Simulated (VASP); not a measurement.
Runs of VASP 6.6.1 on SrTiO3. The structure is that of space group I4/mcm (No. 140), or close to it. The cells are those of the table. 

```tsv
level	potentials or basis	cell	smearing	gap on the mesh (eV)	pressure (GPa)	largest force (eV/Å)
PBEsol	VASP PAW PBE potentials, release 64 (Sr_sv, Ti_sv, O)	a = 5.504 Å, angles 120.2, 120.2, 89.6°, 10 atoms	fermi-dirac 0.02 eV	1.94	0.7	0.01
PBE	VASP PAW PBE potentials, release 64 (Sr_sv, Ti_sv, O)	a = 5.526 Å, angles 120.1, 120.1, 89.8°, 10 atoms	fermi-dirac 0.02 eV	1.91	(a)	0.02
LDA	VASP PAW LDA potentials, release 64 (Sr_sv, Ti_sv, O)	a = 5.526 Å, angles 120.1, 120.1, 89.8°, 10 atoms	gaussian 0.01 eV	1.81	(b)	0.02
LDA	VASP PAW LDA potentials, release 64 (Sr_sv, Ti_sv, O)	a = 5.453 Å, angles 120.3, 120.3, 89.5°, 10 atoms	fermi-dirac 0.02 eV	1.97	1.1	-
```

Alike in all rows: task single point; no spin polarisation; k mesh 6 × 6 × 6; cutoff (eV) 520.

Q: Estimate the missing entries.

A: (a) 4.7; (b) -6.6.

Caveats: the PAW data sets were made with another functional, which shifts forces and pressure a little (some runs).

A k mesh can miss the band edges, and the runs leave out spin-orbit coupling on Sr.
